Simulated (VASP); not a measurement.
# CuI (rocksalt type) (Fm-3m) in VASP: notebook

Runs on CuI (rocksalt type). Level: LDA. Tasks: relaxation of cell and atoms.

All numbers are computed with VASP 6.6.1; they aren't measurements. Logs are shortened: lines on timing, memory, paths and dates and some standing lists are left out, and cuts for length are marked.

## 1. The cell of the first run

The structure is cubic, space group Fm-3m (No. 225). The conventional cell has a = 5.539 Å, b = 5.539 Å, c = 5.539 Å, α = 90.00°, β = 90.00°, γ = 90.00°. Cu (site symmetry m-3m) has 6 I at 2.77 Å within 3.7 Å. Within 3.7 Å of I (site symmetry m-3m) lie 6 Cu at 2.77 Å.

## 2. Relaxation of cell and atoms, LDA, target pressure -0.65 GPa, at which the enthalpy is minimised

Contents of INCAR:

```
  PREC = Accurate
  ENCUT = 600
  EDIFF = 1E-6
  ISMEAR = -1
  SIGMA = 0.08
  LREAL = False
  LASPH = True
  NELM = 100
  ALGO = Normal
  ISIF = 3
  LWAVE = False
  LCHARG = False
  IBRION = 2
  NSW = 60
  EDIFFG = -0.005
  PSTRESS = -6.5
```

Contents of KPOINTS:

```
Automatic mesh
0
Gamma
  13 13 13
```

Contents of POSCAR:

```
CuI
1.0
    0.0000000000      2.7695912641      2.7695912641
    2.7695912641      0.0000000000      2.7695912641
    2.7695912641      2.7695912641      0.0000000000
Cu I
1 1
Direct
    0.0000000000      0.0000000000      0.0000000000
    0.5000000000      0.5000000000      0.5000000000
```

Potentials or basis: VASP PAW LDA potentials, release 64 (Cu, I).

Run with:

```console
> cat potpaw_LDA.64/Cu/POTCAR potpaw_LDA.64/I/POTCAR > POTCAR
> mpirun -np 1 vasp_std > vasp.out
```

OUTCAR:

```text
PREC = Accurate
   ENCUT = 600
   EDIFF = 1E-6
   ISMEAR = -1
   LREAL = False
   LASPH = True
   NELM = 100
   ISIF = 3
   IBRION = 2
   NSW = 60
   EDIFFG = -0.005
   PSTRESS = -6.5

 ion  position               nearest neighbor table
   1  0.000  0.000  0.000-   2 2.77   2 2.77   2 2.77   2 2.77   2 2.77   2 2.77
   2  0.500  0.500  0.500-   1 2.77   1 2.77   1 2.77   1 2.77   1 2.77   1 2.77

  LATTYP: Found a face centered cubic cell.
 ALAT       =     5.5391825282

  Lattice vectors:

 A1 = (   0.0000000000,   2.7695912641,   2.7695912641)
 A2 = (   2.7695912641,   0.0000000000,   2.7695912641)
 A3 = (   2.7695912641,   2.7695912641,   0.0000000000)

Analysis of symmetry for initial positions (statically):
=====================================================================
 Subroutine PRICEL returns:
 Original cell was already a primitive cell.

 Routine SETGRP: Setting up the symmetry group for a
 face centered cubic supercell.

 Subroutine GETGRP returns: Found 48 space group operations
 (whereof 48 operations were pure point group operations)
 out of a pool of 48 trial point group operations.

The static configuration has the point symmetry O_h .

Analysis of symmetry for dynamics (positions and initial velocities):
=====================================================================
 Subroutine PRICEL returns:
 Original cell was already a primitive cell.

 Routine SETGRP: Setting up the symmetry group for a
 face centered cubic supercell.

 Subroutine GETGRP returns: Found 48 space group operations
 (whereof 48 operations were pure point group operations)
 out of a pool of 48 trial point group operations.

The dynamic configuration has the point symmetry O_h .

 Subroutine INISYM returns: Found 48 space group operations
 (whereof 48 operations are pure point group operations),
 and found     1 'primitive' translations

----------------------------------------------------------------------------------------

                                     Primitive cell

  volume of cell :      42.4891

  direct lattice vectors                    reciprocal lattice vectors
     0.000000000  2.769591264  2.769591264    -0.180532054  0.180532054  0.180532054
     2.769591264  0.000000000  2.769591264     0.180532054 -0.180532054  0.180532054
     2.769591264  2.769591264  0.000000000     0.180532054  0.180532054 -0.180532054

  length of vectors
     3.916793528  3.916793528  3.916793528     0.312690690  0.312690690  0.312690690

  position of ions in fractional coordinates (direct lattice)
     0.000000000  0.000000000  0.000000000
     0.500000000  0.500000000  0.500000000

  ion indices of the primitive-cell ions
   primitive index   ion index
                 1           1
                 2           2

----------------------------------------------------------------------------------------

 KPOINTS: Automatic mesh

Automatic generation of k-mesh.
 Grid dimensions read from file:
 generate k-points for:   13   13   13

 Generating k-lattice:

  Cartesian coordinates                     Fractional coordinates (reciprocal lattice)
    -0.013887081  0.013887081  0.013887081     0.076923077  0.000000000  0.000000000
     0.013887081 -0.013887081  0.013887081     0.000000000  0.076923077  0.000000000
     0.013887081  0.013887081 -0.013887081     0.000000000  0.000000000  0.076923077

  Length of vectors
     0.024053130  0.024053130  0.024053130

  Shift w.r.t. Gamma in fractional coordinates (k-lattice)
     0.000000000  0.000000000  0.000000000

 Subroutine IBZKPT returns following result:
 ===========================================

 Found     84 irreducible k-points:

 Following reciprocal coordinates:
            Coordinates               Weight
  0.000000  0.000000  0.000000      1.000000
  0.076923  0.000000  0.000000      8.000000
  0.153846  0.000000  0.000000      8.000000
  0.230769  0.000000  0.000000      8.000000
  0.307692  0.000000  0.000000      8.000000
  0.384615  0.000000  0.000000      8.000000
[... 16 lines left out ...]
  0.384615  0.153846  0.000000     24.000000
  0.461538  0.153846  0.000000     24.000000
 [... further k-points ...]
   k-points           NKPTS =     84   k-points in BZ     NKDIM =     84   number of bands    NBANDS=     13
   number of dos      NEDOS =    301   number of ions     NIONS =      2
   total plane-waves  NPLWV =  32768
   dimension x,y,z NGX =    32 NGY =   32 NGZ =   32
   dimension x,y,z NGXF=    64 NGYF=   64 NGZF=   64
   ions per type =               1   1
   NGX,Y,Z   is equivalent  to a cutoff of  13.58, 13.58, 13.58 a.u.
   NGXF,Y,Z  is equivalent  to a cutoff of  27.16, 27.16, 27.16 a.u.
 SYSTEM =  unknown system
   PREC   = accura    normal or accurate (medium, high low for compatibility)
   ISTART =      0    job   : 0-new  1-cont  2-samecut
   ICHARG =      2    charge: 1-file 2-atom 10-const
   ISPIN  =      1    spin polarized calculation?
   LNONCOLLINEAR =      F non collinear calculations
   LSORBIT =      F    spin-orbit coupling
   LASPH  =      T    aspherical Exc in radial PAW
   ENCUT  =  600.0 eV  44.10 Ry    6.64 a.u.   7.82  7.82  7.82*2*pi/ulx,y,z
   NELM   =    100;   NELMIN=  2; NELMDL= -5     # of ELM steps
   EDIFF  = 0.1E-05   stopping-criterion for ELM
   LREAL  =      F    real-space projection
   EDIFFG = -.5E-02   stopping-criterion for IOM
   NSW    =     60    number of steps for IOM
   IBRION =      2    ionic relax: 0-MD 1-quasi-New 2-CG
   NFREE  =      1    steps in history (QN), initial steepest desc. (CG)
   ISIF   =      3    stress and relaxation
   ISYM   =      2    0-nonsym 1-usesym 2-fastsym
   POTIM  = 0.5000    time-step for ionic-motion
   TEBEG  =    0.0;   TEEND  =   0.0 temperature during run
   PSTRESS=   -6.5 pullay stress
   NELECT =      18.0000    total number of electrons
   NUPDOWN=      -1.0000    fix difference up-down
   EMIN   =  10.00;   EMAX   =-10.00  energy-range for DOS
   EFERMI =   0.00;   METHOD = LEGACY
   ISMEAR =    -1;   SIGMA  =   0.08  broadening in eV -4-tet -1-fermi 0-gaus
   EFERMI_NEDOS =   21; number of points for ismear=-14 and -15
   IALGO  =     38    algorithm
   IMIX   =      4    mixing-type and parameters
     AMIX     =   0.40;   BMIX     =  1.00
     AMIX_MAG =   1.60;   BMIX_MAG =  1.00
  volume/ion in A,a.u.               =      21.24       143.37
  Fermi-wavevector in a.u.,A,eV,Ry     =   1.229532  2.323479 20.568607  1.511750
  Thomas-Fermi vector in A             =   2.364416
   LORBIT       =      0    0 simple, 1 ext, 2 COOP (PROOUT), +10 PAW based schemes
   GGA     = CA    functional components
   LHFCALC =     F    Hartree Fock is set to
   AEXX    =    0.0000 exact exchange contribution
   IVDW    =     0    specifies the selected vdW correction
   LEPSILON=     F    determine dielectric tensor
   LRPA    =     F    only Hartree local field effects (RPA)
 conjugate gradient relaxation of ions
 non-spin polarized calculation
  energy-cutoff  :      600.00
  volume of cell :       42.49
 maximum number of plane-waves:      1431
   NGX = 15   NGY = 15   NGZ = 15

--------------------------------------- Ionic step        1  -------------------------------------------

 number of electron      17.9999990 magnetization

 Free energy of the ion-electron system (eV)
  ---------------------------------------------------
  ext. energy  EPLUGINS =         0.00000000
  ---------------------------------------------------
  free energy    TOTEN  =        -6.59865994 eV

  energy without entropy =       -6.58636335  energy(sigma->0) =       -6.59251165

------------------------ aborting loop because EDIFF is reached ----------------------------------------

  FORCE on cell =-STRESS in cart. coord.  units (eV):
  Direction    XX          YY          ZZ          XY          YZ          ZX
  --------------------------------------------------------------------------------------
  -------------------------------------------------------------------------------------
  Total       -0.0829156     -0.0829156     -0.0829156      0.0000000      0.0000000      0.0000000
  in kB       -3.1265821     -3.1265821     -3.1265821      0.0000000      0.0000000      0.0000000
  external PRESSURE =       3.3734179 kB  Pullay stress =      -6.5000000 kB
[... 61 lines left out ...]
  enthalpy is  TOTEN    =        -6.7709503018 eV   P V=       -0.1734955408

--------------------------------------- Ionic step        3  -------------------------------------------

 number of electron      17.9999989 magnetization

 Free energy of the ion-electron system (eV)
  ---------------------------------------------------
  ext. energy  EPLUGINS =         0.00000000
  ---------------------------------------------------
  free energy    TOTEN  =        -6.59831025 eV

  energy without entropy =       -6.58599439  energy(sigma->0) =       -6.59215232

 E-fermi :   7.2619     XC(G=0): -10.7794

 val. band max:        7.2544737837   @ k =  -0.3846   0.0769   0.0000
 cond. band min:       7.5795359049   @ k =  -0.4615   0.3846   0.0000
 fundamental gap:      0.3250621211
 Fermi energy:         7.2618995542

 k-point     1 :       0.0000    0.0000    0.0000
  band No.  band energies     occupation
      1      -7.6419      2.00000
      2       4.8099      2.00000
      3       4.8099      2.00000
      4       4.8250      2.00000
      5       4.8250      2.00000
      6       4.8250      2.00000
      7       5.4340      2.00000
      8       5.4340      2.00000
      9       5.4340      2.00000
     10       8.4782      0.00000
     11      14.6545      0.00000
     12      14.6545      0.00000
     13      14.6545      0.00000
[... 353 lines left out ...]
 k-point    24 :       0.4615    0.1538    0.0000
  band No.  band energies     occupation
      1      -6.4549      2.00000
      2       0.6863      2.00000
      3       3.0356      2.00000
      4       3.3730      2.00000
      5       4.9881      2.00000
      6       5.0987      2.00000
      7       5.1922      2.00000
      8       6.4292      1.99994
      9       6.4774      1.99989
     10       9.8401      0.00000
     11      11.6892      0.00000
     12      12.9680      0.00000
     13      14.7801      0.00000

 [... further k-points ...]
[... 5 lines left out ...]
  --------------------------------------------------------------------------------------
  -------------------------------------------------------------------------------------
  Total       -0.1723901     -0.1723901     -0.1723901      0.0000000     -0.0000000     -0.0000000
  in kB       -6.4854648     -6.4854648     -6.4854648      0.0000000     -0.0000000     -0.0000000
  external PRESSURE =       0.0145352 kB  Pullay stress =      -6.5000000 kB
[... 17 lines left out ...]
  FREE ENERGIE OF THE ION-ELECTRON SYSTEM (eV)
  ---------------------------------------------------
  free  energy   TOTEN  =        -6.5983102472 eV

  energy  without entropy=       -6.5859943886  energy(sigma->0) =       -6.59215232

  enthalpy is  TOTEN    =        -6.7710867551 eV   P V=       -0.1727765078

 reached required accuracy - stopping structural energy minimisation
```

It took 2.2 min on 1 thread of Oxide Virtual Turin-like, shared host; peak memory 0.17 GiB.

Results:

* Free energy: -6.5983 eV
* Relaxed volume: 21.29 Å³/atom
* Relaxed cell: a = 3.920 Å, b = 3.920 Å, c = 3.920 Å, α = 60.00°, β = 60.00°, γ = 60.00°
* Space group after relaxing (to 0.1 Å): Fm-3m (No. 225)
* Energy change on relaxing (the run minimises the enthalpy): +0.2 meV/atom
* Ionic steps: 3
* Pressure after relaxing: -0.6 GPa
* Band gap on the k mesh: zero (bands 9 and 10 overlap by 0.61 eV)

Step by step:
```tsv
step	energy change (eV)	largest force (eV/Å)	pressure (GPa)	volume (Å³)
1	0.0000	0.0000	-0.31	42.49
2	0.0012	0.0000	-0.91	42.76
3	0.0003	0.0000	-0.65	42.59
```

Final structure:
```
Cu I
1.0
     0.00000    2.77173    2.77173
     2.77173    0.00000    2.77173
     2.77173    2.77173    0.00000
Cu I
1 1
Cartesian
  0.0000 0.0000 0.0000
  2.7717 2.7717 2.7717
```

Levels at points of the mesh, in eV from the Fermi level:
```tsv
k point	band 5	band 6	band 7	band 8	band 9	band 10	band 11	band 12	band 13
(0.00, 0.00, 0.00)	-2.44	-2.44	-1.83	-1.83	-1.83	1.22	7.39	7.39	7.39
```

Caveat: the cell is relaxed towards a set pressure, so the run minimises the enthalpy, not the energy; spin-orbit coupling is left out, which moves the levels of the heavy elements.

## 3. Relaxation of cell and atoms, LDA, target pressure -0.65 GPa, at which the enthalpy is minimised

Contents of INCAR:

```
PREC     = Accurate       # precision mode
ENCUT    = 600            # plane-wave cutoff, eV
EDIFF    = 1E-7           # SCF threshold, eV
ISMEAR   = -1             # smearing method
SIGMA    = 0.08           # smearing width, eV
LREAL    = False          # projectors in reciprocal space
LASPH    = True           # aspherical terms in the spheres
NELM     = 80             # most SCF steps
ALGO     = Normal         # electronic algorithm
ISIF     = 3              # what is computed and relaxed
LWAVE    = False          # write WAVECAR
LCHARG   = False          # write CHGCAR
GGA      = CA             # functional
IBRION   = 2              # ionic algorithm
NSW      = 32             # ionic steps
EDIFFG   = -0.005         # ionic threshold
PSTRESS  = -6.5
```

Contents of KPOINTS:

```
regular mesh
0
Gamma
  13 13 13
```

POSCAR is that of step 2.

Potentials or basis: VASP PAW LDA potentials, release 64 (Cu, I).

Run with:

```console
> cat potpaw_LDA.64/Cu/POTCAR potpaw_LDA.64/I/POTCAR > POTCAR
> mpirun -np 1 vasp_std > vasp.out
```

Run time: 2 min. Hardware: 1 thread of Oxide Virtual Turin-like, shared host; peak memory 0.17 GiB.

It converged, with:

- Free energy: -6.5982 eV
- Relaxed volume: 21.30 Å³/atom
- Relaxed cell: a = 3.920 Å, b = 3.920 Å, c = 3.920 Å, α = 60.00°, β = 60.00°, γ = 60.00°
- Space group after relaxing (to 0.1 Å): Fm-3m (No. 225)
- Energy change on relaxing (the run minimises the enthalpy): +0.2 meV/atom
- Ionic steps: 2
- Pressure after relaxing: -0.7 GPa
- Band gap on the k mesh: zero (bands 9 and 10 overlap by 0.61 eV)

The path:
```csv
step,energy change (eV),largest force (eV/Å),pressure (GPa),volume (Å³)
1,0.0000,0.0000,-0.51,42.49
2,0.0004,0.0000,-0.67,42.61
```

Final structure:
```xyz
2
Lattice="0.0000 2.7722 2.7722 2.7722 0.0000 2.7722 2.7722 2.7722 0.0000" Properties=species:S:1:pos:R:3 pbc="T T T"
Cu    0.0000    2.7722    2.7722
I     2.7722    2.7722    2.7722
```

Levels at points of the mesh, in eV from the Fermi level:
| k point | band 5 | band 6 | band 7 | band 8 | band 9 | band 10 | band 11 | band 12 | band 13 |
| --- | --- | --- | --- | --- | --- | --- | --- | --- | --- |
| (0.00, 0.00, 0.00) | -2.43 | -2.43 | -1.83 | -1.83 | -1.83 | 1.21 | 7.39 | 7.39 | 7.39 |

Caveat: the cell is relaxed towards a set pressure, so the run minimises the enthalpy, not the energy; spin-orbit coupling is left out, which moves the levels of the heavy elements.

The gap in the log of VASP goes by the Fermi energy; the results here count the filled bands.